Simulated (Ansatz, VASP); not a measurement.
Ti2CuB2: VASP beside Ansatz

File INCAR:

```
PREC = Accurate ; ENCUT = 520
EDIFF = 1E-7 ; ISMEAR = 0
SIGMA = 0.1 ; LREAL = False
LASPH = True ; NELM = 80
ALGO = Normal ; ISIF = 2
LWAVE = False ; LCHARG = True
GGA = PE ; LELF = True
LVHAR = True ; NBANDS = 28
```

KPOINTS

```
Automatic mesh
0
Gamma
  6 6 6
```

Contents of POSCAR:

```
Ti2CuB2
1.0
    2.0668680700      1.1933068400      3.3654121600
   -2.0668680700      1.1933068400      3.3654121600
    0.0000000000     -2.3866136800      3.3654121600
Ti Cu B
2 1 2
Direct
    0.7813975700      0.7813975700      0.7813975700
    0.2186024300      0.2186024300      0.2186024300
    0.0000000000      0.0000000000      0.0000000000
    0.5680652400      0.5680652400      0.5680652400
    0.4319347600      0.4319347600      0.4319347600
```

Input for Ansatz:

```yaml
crystal:
  lattice:
    - [2.06686807, 1.19330684, 3.36541216]
    - [-2.06686807, 1.19330684, 3.36541216]
    - [0.0, -2.38661368, 3.36541216]
  atoms:
    - { symbol: Ti, position: [0.78139757, 0.78139757, 0.78139757] }
    - { symbol: Ti, position: [0.21860243, 0.21860243, 0.21860243] }
    - { symbol: Cu, position: [0.0, 0.0, 0.0] }
    - { symbol: B, position: [0.56806524, 0.56806524, 0.56806524] }
    - { symbol: B, position: [0.43193476, 0.43193476, 0.43193476] }
basis:
  ecutwfc: 420
kpoints:
  mp_grid: { grid: [6, 6, 6] }
hamiltonian:
  xc: pbe
scf:
  occupations: { method: gaussian, width: 0.1 }
  lower_state_search: "off"
output:
  forces: true
  stress: true
  eigenvalues: true
```

Alike in both runs: task single point; functional PBE; k mesh 6 × 6 × 6; occupations gaussian, width 0.1 eV; no spin polarisation.

|  | VASP | Ansatz |
| --- | --- | --- |
| version | VASP 6.6.1 | Ansatz 0.2.0 |
| potentials or method | VASP PAW PBE potentials, release 64 (Ti_sv, Cu, B), cutoff 520 eV | scalar-relativistic, plane waves, PAW |
| valence electrons in the cell | 41 | 49 |

```csv
,VASP,Ansatz,Ansatz less VASP
gap on the k mesh at the Fermi level (eV),none,none,-
rms of the force components (eV/Å),3.108,3.077,-0.0310
```

Atom by atom the forces differ by 0.031 eV/Å (rms over components). A gap of «none» marks a metal or a gap that the smearing closes. VASP's potentials hold 41 valence electrons a cell and Ansatz's 49, so a difference there can come from the potentials and not from the codes.
